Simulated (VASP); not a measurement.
Input of a VASP 6.6.1 run:

INCAR

```
PREC = Accurate
ENCUT = 520
EDIFF = 1E-6
ISMEAR = 0
SIGMA = 0.03
LREAL = F
LASPH = T
NELM = 80
ALGO = Normal
ISIF = 2
LWAVE = F
LCHARG = F
GGA = PE
IVDW = 12
NBANDS = 11
```

File KPOINTS:

```
regular mesh
0
Gamma
  18 18 18
```

Contents of POSCAR:

```
C
1.0
    0.0000000000      2.0473020425      3.7364527147
    1.3556180603      0.0000000000      3.7364527147
    1.3556180603      2.0473020425      0.0000000000
C
2
Direct
    0.1666966007      0.8333033993      0.1666966007
    0.8333033993      0.1666966007      0.8333033993
```

Potentials or basis: VASP PAW PBE potentials, release 64 (C).

Launch:

```sh
$ cat potpaw_PBE.64/C/POTCAR > POTCAR
$ mpirun -np 1 vasp_std > vasp.out
```

(1) What does it give for the dispersion energy per atom?

(2) Predict the pressure.

## Answers

(1) -0.133 eV.

(2) -14.0 GPa.

Caveat: the cell stands under tension.
